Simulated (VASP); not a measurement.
NbAs: single point with r2SCAN

The system is NbAs.

```
CELL_PARAMETERS angstrom
0.00000 2.59382 2.59382
2.59382 0.00000 2.59382
2.59382 2.59382 0.00000
ATOMIC_POSITIONS crystal
Nb 0.50000 0.50000 0.50000
As 0.00000 0.00000 0.00000
```

This cell differs from its parent crystal: volume scaled by 0.960.

```
Program             : VASP 6.6.1
Task                : single point
Functional          : r2SCAN
Potentials or basis : VASP PAW PBE potentials, release 64 (Nb_sv, As)
Cutoff              : 520 eV
k mesh              : 12 × 12 × 12
Occupations         : gaussian, width 0.05 eV
Spin                : no spin polarisation
```

```yaml
Pressure: 6.8 GPa
Band_gap_on_the_k_mesh: zero (band 9 reaches 11.11 eV, above the bottom of band 10 at 8.97 eV)
```

Levels at points of the mesh, in eV from the Fermi level:
```tsv
k point	band 6	band 7	band 8	band 9	band 10	band 11	band 12	band 13
(0.00, 0.00, 0.00)	-1.63	-1.63	-1.63	-1.03	-1.03	-0.26	-0.26	-0.26
(0.50, 0.00, 0.00)	-7.53	-4.88	-4.88	0.75	0.75	1.78	3.63	7.27
(0.50, 0.50, 0.00)	-5.37	-3.51	-2.30	-2.30	0.04	1.50	1.50	2.86
```

It took 110 s on 1 thread of Intel(R) Xeon(R) 6975P-C (Granite Rapids) (shared host), peak memory 0.18 GiB.

Caveat: the PAW data sets were made with another functional, which shifts forces and pressure a little.
